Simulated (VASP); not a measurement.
Se:

```
Se
1.0
     4.36620    0.00000    0.00000
    -2.18310    3.78124    0.00000
     0.00000    0.00000    4.95360
Se
3
Direct
  0.77460 0.77460 0.00000
  0.00000 0.22540 0.66667
  0.22540 0.00000 0.33333
```

Base run:

| Item | Value |
| --- | --- |
| Program | VASP 6.6.1 |
| Functional | PBE |
| Potentials or basis | VASP PAW PBE potentials, release 64 (Se) |
| Cutoff | 520 eV |
| k mesh | 5 × 5 × 4 |
| Occupations | fermi-dirac, width 0.05 eV |
| Spin | no spin polarisation |

Its results: band gap on the k mesh 1.24 eV (least direct gap 1.34 eV); pressure 2.9 GPa; largest force 0.437 eV/Å.

Task: After a change of settings the same cell gave: band gap on the k mesh 2.43 eV (least direct gap 2.80 eV); pressure 0.6 GPa; largest force 0.155 eV/Å. Which change was it?
A. functional from PBE to B3LYP5; cutoff from 520 eV to 400 eV; occupations from fermi-dirac, width 0.05 eV to methfessel-paxton, width 0.15 eV
B. functional from PBE to r2SCANh; k mesh from 5 × 5 × 4 to 4 × 4 × 3
C. functional from PBE to PBEsol
D. functional from PBE to r2SCAN0; cutoff from 520 eV to 440 eV; occupations from fermi-dirac, width 0.05 eV to methfessel-paxton, width 0.1 eV

Result: B.

Caveats: some runs use coarse meshes; the PAW data sets were made with another functional, which shifts forces and pressure a little (at least some runs).
